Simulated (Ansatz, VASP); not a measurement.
## GeCl5 in VASP and in Ansatz

```xyz
6
Lattice="4.5907 0.0000 0.0000 0.0000 4.5907 0.0000 0.0000 0.0000 7.6937" Properties=species:S:1:pos:R:3 pbc="T T T"
Ge    2.2953    2.2953    0.0000
Cl    0.0000    2.2953    2.0632
Cl    2.2953    0.0000    2.0632
Cl    0.0000    2.2953    5.6305
Cl    2.2953    0.0000    5.6305
Cl    0.0000    0.0000    3.8469
```

Alike in both runs: task relaxation of cell and atoms; functional PBE; k mesh 4 × 4 × 2; occupations gaussian, width 0.1 eV; no spin polarisation.

|  | VASP | Ansatz |
| --- | --- | --- |
| version | VASP 6.6.1 | Ansatz 0.2.0 |
| potentials or method | VASP PAW PBE potentials, release 64 (Ge_d, Cl), cutoff 600 eV | scalar-relativistic, plane waves, PAW |
| valence electrons in the cell | 49 | 49 |

|  | VASP | Ansatz | Ansatz less VASP |
| --- | --- | --- | --- |
| gap on the k mesh at the Fermi level, each at its own relaxed structure (eV) | none | none | - |
| relaxed volume (Å³/atom) | 27.16 | 25.58 | -1.581 |
| relaxed length of the cell vector where the two differ most in proportion (Å) | 4.933 | 4.709 | -0.2236 |

A gap of «none» marks a metal or a gap that the smearing closes. One of these differences is far larger than is usual between the two programs; its cause wasn't traced.

The k mesh is coarse, so the values compare programs but aren't converged.
